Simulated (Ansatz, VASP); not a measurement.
FeGe in VASP and in Ansatz

```xyz
8
Lattice="4.6995 0.0000 0.0000 0.0000 4.6995 0.0000 0.0000 0.0000 4.6995" Properties=species:S:1:pos:R:3 pbc="T T T"
Fe    0.6131    0.6131    0.6131
Fe    1.7367    4.0864    2.9628
Fe    2.9628    1.7367    4.0864
Fe    4.0864    2.9628    1.7367
Ge    3.9337    3.9337    3.9337
Ge    3.1155    0.7658    1.5840
Ge    1.5840    3.1155    0.7658
Ge    0.7658    1.5840    3.1155
```

Alike in both runs: functional PBE; k mesh 10 × 10 × 10; occupations gaussian, width 0.03 eV; no spin polarisation.

Ansatz relaxed the structure, and its values are those at the end. VASP's run is a single point on that final structure, the one shown.

|  | VASP | Ansatz |
| --- | --- | --- |
| version | VASP 6.6.1 | Ansatz 0.2.0 |
| potentials or method | VASP PAW PBE potentials, release 64 (Fe, Ge_d), cutoff 520 eV | scalar-relativistic, plane waves, PAW |
| valence electrons in the cell | 88 | 120 |

|  | VASP | Ansatz | Ansatz less VASP |
| --- | --- | --- | --- |
| gap on the k mesh at the Fermi level (eV) | 0.11 | 0.12 | +0.006 |
| least direct gap on the mesh (eV) | 0.13 | 0.14 | +0.005 |
| pressure (GPa) | -5.6 | -5.7 | -0.15 |
| rms of the force components (eV/Å) | 0.011 | 0.001 | -0.0103 |

VASP's potentials hold 88 valence electrons a cell and Ansatz's 120, so a difference there can come from the potentials and not from the codes. Ansatz's warnings: stress scf threshold loose.
